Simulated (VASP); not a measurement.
Write the native input for VASP 6.6.1 that does the following.

```
Task                   : single point
Functional             : PBEsol
Potentials or basis    : VASP PAW PBE potentials, release 64 (Ni)
Cutoff                 : 520 eV
k mesh                 : 22 × 22 × 22
Occupations            : gaussian, width 0.15 eV
Spin                   : collinear spin, ferromagnetic start
Starting moments       : [0.81] μB
Dipole correction      : no
Further INCAR settings : ALGO = Normal; EDIFF = 1e-07; NBANDS = 15
```

The structure of Ni lies in POSCAR:

```
Ni
1.0
    0.0000000000      1.7679500000      1.8386680000
    1.7679500000      0.0000000000      1.8386680000
    1.7679500000      1.7679500000      0.0000000000
Ni
1
Direct
    0.0000000000      0.0000000000      0.0000000000
```

This cell differs from its parent crystal: strain +0.000 along x and y, +0.040 along z.

The input as run:

INCAR

```
  PREC = Accurate
  ENCUT = 520
  EDIFF = 1E-7
  ISMEAR = 0
  SIGMA = 0.15
  LREAL = False
  LASPH = True
  NELM = 150
  ALGO = Normal
  ISIF = 2
  LWAVE = False
  LCHARG = True
  ISPIN = 2
  MAGMOM = 0.81
  LORBIT = 11
  LMAXMIX = 4
  GGA = PS
  LELF = True
  LVHAR = True
  NBANDS = 15
```

KPOINTS

```
Automatic mesh
0
Gamma
  22 22 22
```

Potentials or basis: VASP PAW PBE potentials, release 64 (Ni).

Command:

```sh
$ cat potpaw_PBE.64/Ni/POTCAR > POTCAR
$ mpirun -np 1 vasp_std > vasp.out
```

It gave:

```yaml
Pressure: -17.8 GPa
Net_moment: 0.64 μB per cell
Site_moments: Ni +0.66 μB
Valence_electrons_inside_the_program's_atomic_spheres: Ni 9.22
```

Caveat: the cell differs from its parent crystal (strain +0.000 along x and y, +0.040 along z); the cell stands under tension; the PAW data sets were made with another functional, which shifts forces and pressure a little.

Wall time 8.6 min on 1 thread of Intel Xeon 8259CL (shared host), peak memory 0.32 GiB.
